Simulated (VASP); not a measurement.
SrAl2H2, 5 atoms in the cell. Symmetry: P-3m1, No. 164, trigonal system. The conventional cell has a = 4.525 Å, b = 4.525 Å, c = 5.099 Å, α = 90.00°, β = 90.00°, γ = 120.00°. Sr (site symmetry -3m) has 6 H at 2.66 Å and 6 Al at 3.51 Å within 3.6 Å. Within 2.4 Å of Al (site symmetry 3m) lie 1 H at 1.84 Å. Within 2.4 Å of H (site symmetry 3m) lie 1 Al at 1.84 Å.  This cell differs from its parent crystal: strain +0.000 along x and y, +0.080 along z.

```yaml
Program: VASP 6.6.1
Task: single point
Functional: PBEsol
Potentials_or_basis: VASP PAW PBE potentials, release 64 (Sr_sv, Al, H)
Cutoff: 520 eV
k_mesh: 12 × 12 × 10
Occupations: gaussian, width 0.15 eV
Spin: no spin polarisation
Dipole_correction: no
Further_INCAR_settings: ALGO = Normal; EDIFF = 1e-06; NBANDS = 17
```

Potentials or basis: VASP PAW PBE potentials, release 64 (Sr_sv, Al, H).

Run with:

```bash
$ cat potpaw_PBE.64/Sr_sv/POTCAR potpaw_PBE.64/Al/POTCAR potpaw_PBE.64/H/POTCAR > POTCAR
$ mpirun -np 1 vasp_std > vasp.out
```

Hardware: 1 thread of Oxide Virtual Turin-like Processor (shared host).

Question: How long does it take, and how much memory?

Answer: Run time: 7.2 min on 1 thread of Oxide Virtual Turin-like Processor, with other jobs on the host, peak memory 0.37 GiB. Counts: scf iterations 16, k points 162.
